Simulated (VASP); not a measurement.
Input of a VASP 6.6.1 run:

Contents of INCAR:

```
  PREC = Accurate
  ENCUT = 520
  EDIFF = 1E-6
  ISMEAR = 0
  SIGMA = 0.2
  LREAL = False
  LASPH = True
  NELM = 60
  ALGO = Normal
  ISIF = 2
  LWAVE = False
  LCHARG = True
  GGA = PE
  LELF = True
  LVHAR = True
  NBANDS = 60
```

Contents of KPOINTS:

```
regular mesh
0
Gamma
  6 6 2
```

Contents of POSCAR:

```
TaTlO4
1.0
    3.5976802282      0.0000000000      0.0000000000
    0.0000000000      3.5976802282      0.0000000000
    0.0000000000      0.0000000000     10.7588321990
Ta Tl O
2 2 8
Direct
    0.0000000000      0.0000000000      0.0000000000
    0.0000000000      0.0000000000      0.5000000000
    0.5000000000      0.5000000000      0.2500000000
    0.5000000000      0.5000000000      0.7500000000
    0.5000000000      0.0000000000      0.1099700351
    0.5000000000      0.0000000000      0.6099700351
    0.0000000000      0.5000000000      0.3900299649
    0.0000000000      0.5000000000      0.8900299649
    0.5000000000      0.0000000000      0.3900299649
    0.5000000000      0.0000000000      0.8900299649
    0.0000000000      0.5000000000      0.1099700351
    0.0000000000      0.5000000000      0.6099700351
```

Potentials or basis: VASP PAW PBE potentials, release 64 (Ta_pv, Tl_d, O).

Command:

```bash
$ cat potpaw_PBE.64/Ta_pv/POTCAR potpaw_PBE.64/Tl_d/POTCAR potpaw_PBE.64/O/POTCAR > POTCAR
$ mpirun -np 1 vasp_std > vasp.out
```

(1) What does it give for the pressure?

(2) Estimate the band gap on the k mesh.

(3) Estimate the largest force.

## Answers

(1) 0.5 GPa.

(2) zero (bands 48 and 49 overlap by 0.37 eV).

(3) 0.016 eV/Å.

Caveat: spin-orbit coupling is left out, which moves the levels of the heavy elements.
